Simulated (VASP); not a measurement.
# EuV2As2 in VASP: single point with r2SCAN

Aim: the single point of EuV2As2 with r2SCAN.

Program: VASP 6.6.1. These are calculated values, not measurements. Logs are shortened: lines on timing, memory, paths and dates and some standing lists are left out, and cuts for length are marked.

## 1. The cell of the first run

The typed cell holds 5 atoms: a = 4.330 Å, b = 4.330 Å, c = 7.136 Å, α = 90.00°, β = 90.00°, γ = 60.00°.

## 2. Single point, r2SCAN, collinear spin, ferrimagnetic start

The input, POSCAR:

```
EuV2As2
1.0
    2.1651026400      3.7500654000      0.0000000000
   -2.1651026400      3.7500654000      0.0000000000
    0.0000000000      0.0000000000      7.1357207800
As V Eu
2 2 1
Direct
    0.3333000000      0.3334000000      0.2600000000
    0.6667000000      0.6666000000      0.7400000000
    0.3333000000      0.3334000000      0.6200000000
    0.6667000000      0.6666000000      0.3800000000
    0.0000000000      0.0000000000      0.0000000000
```

The input, INCAR.step1:

```
SYSTEM = EuV2As2
PREC     = Accurate       ! precision mode
ENCUT    = 800            ! plane-wave cutoff, eV
ISMEAR   = -1             ! smearing method
SIGMA    = 0.0402         ! smearing width, eV
LREAL    = .FALSE.        ! projectors in reciprocal space
LASPH    = .TRUE.         ! aspherical terms in the spheres
NELM     = 200            ! most SCF steps
ISPIN    = 2              ! spin polarisation
MAGMOM   = -0.19 -0.19 2.74 2.74 7.51 ! initial moments
LMAXMIX  = 6              ! l up to which the mixer works
NBANDS   = 38             ! bands
GGA      = PE             ! functional
ALGO     = Normal         ! electronic algorithm
EDIFF    = 1E-5           ! SCF threshold, eV
LWAVE    = .TRUE.         ! write WAVECAR
LCHARG   = .FALSE.        ! write CHGCAR
GGA_COMPAT= .FALSE.      
KPAR     = 4
```

The input, INCAR.step2:

```
SYSTEM = EuV2As2
PREC     = Accurate       ! precision mode
ENCUT    = 800            ! plane-wave cutoff, eV
EDIFF    = 1E-6           ! SCF threshold, eV
ISMEAR   = -1             ! smearing method
SIGMA    = 0.0402         ! smearing width, eV
LREAL    = .FALSE.        ! projectors in reciprocal space
LASPH    = .TRUE.         ! aspherical terms in the spheres
NELM     = 200            ! most SCF steps
ALGO     = Normal         ! electronic algorithm
ISIF     = 2              ! what is computed and relaxed
LWAVE    = .FALSE.        ! write WAVECAR
LCHARG   = .FALSE.        ! write CHGCAR
ISPIN    = 2              ! spin polarisation
MAGMOM   = -0.19 -0.19 2.74 2.74 7.51 ! initial moments
LORBIT   = 11             ! projections on sites
LMAXMIX  = 6              ! l up to which the mixer works
METAGGA  = R2SCAN         ! meta-GGA
LMIXTAU  = .TRUE.       
NBANDS   = 38             ! bands
ISTART   = 1            
GGA_COMPAT= .FALSE.      
KPAR     = 4
```

The input, KPOINTS:

```
Automatic mesh
0
G
  6 6 4
  0 0 0
```

Potentials or basis: VASP PAW PBE potentials, release 64 (As, V_sv, Eu).

Command:

```bash
cat potpaw_PBE.64/As/POTCAR potpaw_PBE.64/V_sv/POTCAR potpaw_PBE.64/Eu/POTCAR > POTCAR
cp INCAR.step1 INCAR
mpirun -np 4 vasp_std > vasp.out
cp INCAR.step2 INCAR
mpirun -np 4 vasp_std > vasp.out
```

OUTCAR:

```text
SYSTEM = EuV2As2
   PREC = Accurate
   ENCUT = 800
   EDIFF = 1E-6
   ISMEAR = -1
   LREAL = .FALSE.
   LASPH = .TRUE.
   NELM = 200
   ISIF = 2
   ISPIN = 2
   LORBIT = 11
   METAGGA = R2SCAN
   ISTART = 1

 ion  position               nearest neighbor table
   1  0.333  0.333  0.260-   3 2.57   4 2.64   4 2.64   4 2.64   5 3.11   5 3.11   5 3.11
   2  0.667  0.667  0.740-   4 2.57   3 2.64   3 2.64   3 2.64   5 3.11   5 3.11   5 3.11
   3  0.333  0.333  0.620-   1 2.57   2 2.64   2 2.64   2 2.64
   4  0.667  0.667  0.380-   2 2.57   1 2.64   1 2.64   1 2.64
   5  0.000  0.000  0.000-   2 3.11   1 3.11   2 3.11   1 3.11   2 3.11   1 3.11

  LATTYP: Found a hexagonal cell.
 ALAT       =     4.3302032223
 C/A-ratio  =     1.6478951250

  Lattice vectors:

 A1 = (   2.1651026400,  -3.7500654000,   0.0000000000)
 A2 = (   2.1651026400,   3.7500654000,   0.0000000000)
 A3 = (   0.0000000000,   0.0000000000,   7.1357207800)

Analysis of symmetry for initial positions (statically):
=====================================================================
 Subroutine PRICEL returns:
 Original cell was already a primitive cell.

 Routine SETGRP: Setting up the symmetry group for a
 hexagonal supercell.

 Subroutine GETGRP returns: Found  4 space group operations
 (whereof  4 operations were pure point group operations)
 out of a pool of 24 trial point group operations.

The static configuration has the point symmetry C_2h.

Analysis of symmetry for dynamics (positions and initial velocities):
=====================================================================
 Subroutine PRICEL returns:
 Original cell was already a primitive cell.

 Routine SETGRP: Setting up the symmetry group for a
 hexagonal supercell.

 Subroutine GETGRP returns: Found  4 space group operations
 (whereof  4 operations were pure point group operations)
 out of a pool of 24 trial point group operations.

The dynamic configuration has the point symmetry C_2h.

Analysis of structural, dynamic, and magnetic symmetry:
=====================================================================
 Subroutine PRICEL returns:
 Original cell was already a primitive cell.

 Routine SETGRP: Setting up the symmetry group for a
[... 133 lines left out ...]
  volume/ion in A,a.u.               =      23.17       156.39
  Fermi-wavevector in a.u.,A,eV,Ry     =   1.261358  2.383621 21.647199  1.591024
  Thomas-Fermi vector in A             =   2.394821
   LORBIT       =     11    0 simple, 1 ext, 2 COOP (PROOUT), +10 PAW based schemes
   METAGGA = R2SCAN    functional components
   LHFCALC =     F    Hartree Fock is set to
   AEXX    =    0.0000 exact exchange contribution
   IVDW    =     0    specifies the selected vdW correction
   LEPSILON=     F    determine dielectric tensor
   LRPA    =     F    only Hartree local field effects (RPA)
 spin polarized calculation
  energy-cutoff  :      800.00
  volume of cell :      115.87
 maximum number of plane-waves:      5988
   NGX = 19   NGY = 19   NGZ = 33

 number of electron      53.0000001 magnetization       7.6622910

 Free energy of the ion-electron system (eV)
  ---------------------------------------------------
  ext. energy  EPLUGINS =         0.00000000
  ---------------------------------------------------
  free energy    TOTEN  =      -100.23697225 eV

  energy without entropy =     -100.21403558  energy(sigma->0) =     -100.22550392

 E-fermi :   4.7123     XC(G=0): -10.6797

 val. band max:        4.6988292573   @ k =   0.0000   0.0000   0.5000
 cond. band min:       4.7124889295   @ k =   0.3333   0.1667   0.5000
 fundamental gap:      0.0136596722
 Fermi energy:         4.7123080351

 spin component 1

 k-point     1 :       0.0000    0.0000    0.0000
  band No.  band energies     occupation
      1     -62.6056      1.00000
      2     -62.5847      1.00000
      3     -38.0034      1.00000
      4     -35.4080      1.00000
      5     -35.4079      1.00000
      6     -35.3464      1.00000
[... 973 lines left out ...]
     37       6.9178      0.00000
     38       7.5834      0.00000

 [... further k-points ...]

 spin component 2

 k-point     1 :       0.0000    0.0000    0.0000
  band No.  band energies     occupation
      1     -62.1759      1.00000
      2     -62.1546      1.00000
      3     -35.0176      1.00000
      4     -35.0175      1.00000
      5     -34.9553      1.00000
      6     -34.9550      1.00000
[... 973 lines left out ...]
     37      10.4980      0.00000
     38      10.6285      0.00000

 [... further k-points ...]
[... 5 lines left out ...]
  --------------------------------------------------------------------------------------
  -------------------------------------------------------------------------------------
  Total       -9.4211704     -9.4202418     -5.4569351      0.0007938      0.0007658     -0.0013262
  in kB     -130.2657560   -130.2529167    -75.4525978      0.0109762      0.0105887     -0.0183372
  external PRESSURE =    -111.9904235 kB  Pullay stress =       0.0000000 kB

 VOLUME and BASIS-vectors are now :
 -----------------------------------------------------------------------------
  energy-cutoff  :      800.00
  volume of cell :      115.87
      direct lattice vectors                 reciprocal lattice vectors
     2.165102640  3.750065400  0.000000000     0.230935934  0.133331008  0.000000000
    -2.165102640  3.750065400  0.000000000    -0.230935934  0.133331008  0.000000000
     0.000000000  0.000000000  7.135720780     0.000000000  0.000000000  0.140140013

 POSITION                                       TOTAL-FORCE (eV/Angst)
 -----------------------------------------------------------------------------------
     -0.00022      2.50017      1.85529         0.002199     -0.001270      0.798772
      0.00022      4.99996      5.28043        -0.002199      0.001270     -0.798772
     -0.00022      2.50017      4.42415         0.002169     -0.001252     -0.937920
      0.00022      4.99996      2.71157        -0.002169      0.001252      0.937920
      0.00000      0.00000      0.00000         0.000000      0.000000     -0.000000
 -----------------------------------------------------------------------------------
    total drift:                               -0.000000     -0.000000     -0.000000

  FREE ENERGIE OF THE ION-ELECTRON SYSTEM (eV)
  ---------------------------------------------------
  free  energy   TOTEN  =      -100.2369722470 eV

  energy  without entropy=     -100.2140355830  energy(sigma->0) =     -100.22550392

 total charge

# of ion       s       p       d       f       tot
--------------------------------------------------
    1        1.193   1.634   0.039   0.000   2.866
    2        1.193   1.634   0.039   0.000   2.866
    3        2.203   6.126   2.953   0.000  11.283
    4        2.203   6.126   2.953   0.000  11.283
    5        2.037   5.791   0.327   6.616  14.772
--------------------------------------------------
tot          8.829  21.311   6.313   6.616  43.069

 magnetization (x)

# of ion       s       p       d       f       tot
--------------------------------------------------
    1       -0.007  -0.048   0.005   0.000  -0.050
    2       -0.007  -0.048   0.005   0.000  -0.050
    3        0.003   0.004   0.318   0.000   0.325
    4        0.003   0.004   0.318   0.000   0.325
    5       -0.024  -0.186   0.086   6.595   6.471
--------------------------------------------------
tot         -0.030  -0.273   0.731   6.595   7.023
```

OUTCAR.step1:

```text
SYSTEM = EuV2As2
   PREC = Accurate
   ENCUT = 800
   ISMEAR = -1
   LREAL = .FALSE.
   LASPH = .TRUE.
[... 2223 lines left out ...]
     -0.00022      2.50017      4.42415         0.002291     -0.001323     -0.828707
      0.00022      4.99996      2.71157        -0.002291      0.001323      0.828707
      0.00000      0.00000      0.00000        -0.000000      0.000000      0.000000
 -----------------------------------------------------------------------------------
    total drift:                               -0.000000     -0.000000     -0.000000

  FREE ENERGIE OF THE ION-ELECTRON SYSTEM (eV)
  ---------------------------------------------------
  free  energy   TOTEN  =       -41.1160497259 eV

  energy  without entropy=      -41.0878856163  energy(sigma->0) =      -41.10196767
```

OSZICAR.step1:

```text
N       E                     dE             d eps       ncg     rms          rms(c)
DAV:   1     0.620819178886E+03    0.62082E+03   -0.31639E+04 10988   0.662E+03
DAV:   2     0.441638883042E+02   -0.57666E+03   -0.54584E+03 10298   0.933E+02
DAV:   3    -0.358849340371E+02   -0.80049E+02   -0.76850E+02 11084   0.203E+02
[... 31 lines left out ...]
DAV:  35    -0.411166067642E+02   -0.54595E-03   -0.46093E-04 11246   0.154E-01    0.280E+00
DAV:  36    -0.411158998575E+02    0.70691E-03   -0.32711E-03 11722   0.886E-01    0.135E+00
DAV:  37    -0.411161292648E+02   -0.22941E-03   -0.63612E-04 11548   0.122E-01    0.826E-01
DAV:  38    -0.411160140870E+02    0.11518E-03   -0.53051E-04 12172   0.362E-01    0.516E-01
DAV:  39    -0.411160482556E+02   -0.34169E-04   -0.18922E-04 11446   0.958E-02    0.221E-01
DAV:  40    -0.411160497259E+02   -0.14704E-05   -0.12813E-05  7226   0.383E-02
   1 F= -.41116050E+02 E0= -.41101968E+02  d E =-.281641E-01  mag=     7.1497
```

Run time: 26 min. Hardware: 4 MPI ranks of Intel Xeon 6975P-C (Granite Rapids), shared host; peak memory 0.97 GiB.

What came out:

```
Free energy                                           : -100.2370 eV
Pressure                                              : -11.2 GPa
Largest force                                         : 0.938 eV/Å
Net moment                                            : 7.66 μB per cell
Site moments                                          : As -0.05; V +0.33; Eu +6.47 μB
Valence electrons inside the program's atomic spheres : As 2.87; V 11.28; Eu 14.77
```

Forces in eV/Å, atoms in the order of the input:
```
As   0.002 -0.001  0.799
As  -0.002  0.001 -0.799
V    0.002 -0.001 -0.938
V   -0.002  0.001  0.938
Eu   0.000  0.000  0.000
```

Stress tensor (GPa, compression positive):
```
-13.03   0.00   0.00
  0.00 -13.03   0.00
  0.00   0.00  -7.55
```

Caveat: the PAW data sets were made with another functional, which shifts forces and pressure a little; spin-orbit coupling is left out, which moves the levels of the heavy elements; a cell with one magnetic atom can't hold antiferromagnetic order, which such compounds often take; without U or exact exchange the open f shell lies at the Fermi level, which spoils levels, moments and volumes.
